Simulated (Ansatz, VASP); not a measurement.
## Two plane-wave programs on As

Contents of POSCAR:

```
As
1.0
    2.9569250576      0.0000000000      0.0000000000
   -1.4784625288      2.5607722170      0.0000000000
    0.0000000000      0.0000000000     10.0436321436
As
4
Direct
    0.0000000000      0.0000000000      0.0000000000
    0.0000000000      0.0000000000      0.5000000000
    0.3333333333      0.6666666667      0.7500000000
    0.6666666667      0.3333333333      0.2500000000
```

The input INCAR.step1:

```
SYSTEM = As
PREC     = Accurate       ! precision mode
ENCUT    = 600            ! plane-wave cutoff, eV
ISMEAR   = 0              ! smearing method
SIGMA    = 0.1            ! smearing width, eV
LREAL    = .False.        ! projectors in reciprocal space
LASPH    = .True.         ! aspherical terms in the spheres
NELM     = 100            ! most SCF steps
GGA      = PE             ! functional
ALGO     = Normal         ! electronic algorithm
EDIFF    = 1E-4           ! SCF threshold, eV
LWAVE    = .True.         ! write WAVECAR
LCHARG   = .False.        ! write CHGCAR
```

The input INCAR.step2:

```
SYSTEM = As
PREC     = Accurate       ! precision mode
ENCUT    = 600            ! plane-wave cutoff, eV
EDIFF    = 1E-6           ! SCF threshold, eV
ISMEAR   = 0              ! smearing method
SIGMA    = 0.1            ! smearing width, eV
LREAL    = .False.        ! projectors in reciprocal space
LASPH    = .True.         ! aspherical terms in the spheres
NELM     = 100            ! most SCF steps
ALGO     = Normal         ! electronic algorithm
ISIF     = 3              ! what is computed and relaxed
LWAVE    = .False.        ! write WAVECAR
LCHARG   = .False.        ! write CHGCAR
METAGGA  = R2SCAN         ! meta-GGA
LMIXTAU  = .True.       
IBRION   = 2              ! ionic algorithm
NSW      = 100            ! ionic steps
EDIFFG   = -0.01          ! ionic threshold
ISTART   = 1
```

Contents of KPOINTS:

```
Automatic mesh
0
Gamma
  18 18 6
  0 0 0
```

Input for Ansatz:

```yaml
crystal:
  lattice:
    - [2.9569250576, 0.0, 0.0]
    - [-1.4784625288, 2.560772217, 0.0]
    - [0.0, 0.0, 10.0436321436]
  atoms:
    - { symbol: As, position: [0.0, 0.0, 0.0] }
    - { symbol: As, position: [0.0, 0.0, 0.5] }
    - { symbol: As, position: [0.3333333333, 0.6666666667, 0.75] }
    - { symbol: As, position: [0.6666666667, 0.3333333333, 0.25] }
basis:
  ecutwfc: 500
kpoints:
  mp_grid: { grid: [18, 18, 6] }
hamiltonian:
  xc: r2scan
scf:
  occupations: { method: gaussian, width: 0.1 }
output:
  forces: true
  stress: true
  eigenvalues: true
relax:
  adjacent_minimum: "off"
  f_tol: 0.01
  max_steps: 80
  cell: { stress_tol: 0.05 }
```

Alike in both runs: task relaxation of cell and atoms; functional r2SCAN; k mesh 18 × 18 × 6; occupations gaussian, width 0.1 eV; no spin polarisation.

```csv
,VASP,Ansatz
version,VASP 6.6.1,Ansatz 0.2.0
potentials or method,"VASP PAW PBE potentials, release 64 (As), cutoff 600 eV","scalar-relativistic, plane waves, PAW"
valence electrons in the cell,20,60
```

Ansatz gave:

* gap on the k mesh at the Fermi level, each at its own relaxed structure (eV): none
* relaxed volume (Å³/atom): 19.21
* relaxed length of the cell vector where the two differ most in proportion (Å): 10.482

**Question.** Which values does VASP return?

**Answer.** gap on the k mesh at the Fermi level, each at its own relaxed structure (eV): none; relaxed volume (Å³/atom): 19.19; relaxed length of the cell vector where the two differ most in proportion (Å): 10.471.

VASP's potentials were made for PBE, not for r2SCAN. A gap of «none» marks a metal or a gap that the smearing closes. VASP's potentials hold 20 valence electrons a cell and Ansatz's 60, so a difference there can come from the potentials and not from the codes.

Noted on VASP's run: too few bands were computed for a metal, which touches its energy and stress.
